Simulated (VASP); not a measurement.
The system is Hf.

```xyz
2
Lattice="3.1924 0.0000 0.0000 -1.5962 2.7647 0.0000 0.0000 0.0000 5.0450" Properties=species:S:1:pos:R:3 pbc="T T T"
Hf    0.0000    1.8431    1.2613
Hf    1.5962    0.9216    3.7838
```

* Program: VASP 6.6.1
* Task: relaxation of cell and atoms
* Functional: LDA
* Potentials or basis: VASP PAW LDA potentials, release 64 (Hf_pv)
* Cutoff: 600 eV
* k mesh: 12 × 12 × 8
* Occupations: gaussian, width 0.1 eV
* Spin: no spin polarisation

At the start: pressure -7.1 GPa; volume 22.26 Å³/atom.

Task: Where does the relaxation end?

Result: Over 7 steps the energy falls by 33.2 meV/atom and the volume is 20.84 Å³/atom (-6.4 %); space group P6_3/mmc (No. 194, to 0.05 Å).

The path:
```
step  energy change (eV)  largest force (eV/Å)  pressure (GPa)  volume (Å³)
   1              0.0000                0.0000           -7.12        44.53
   2              0.0407                0.0000           11.21        38.45
   3             -0.0663                0.0000           -0.16        41.74
   4             -0.0664                0.0000            0.01        41.69
   5             -0.0665                0.0000            0.01        41.68
   6             -0.0665                0.0000            0.01        41.68
   7             -0.0665                0.0000            0.01        41.68
```

Final structure:
```yaml
crystal:
  lattice:
    - [3.11924, 0.00000, 0.00000]
    - [-1.55962, 2.70134, 0.00000]
    - [0.00000, 0.00000, 4.94671]
  atoms:
    - { symbol: Hf, position: [0.33333, 0.66667, 0.25000] }
    - { symbol: Hf, position: [0.66667, 0.33333, 0.75000] }
```
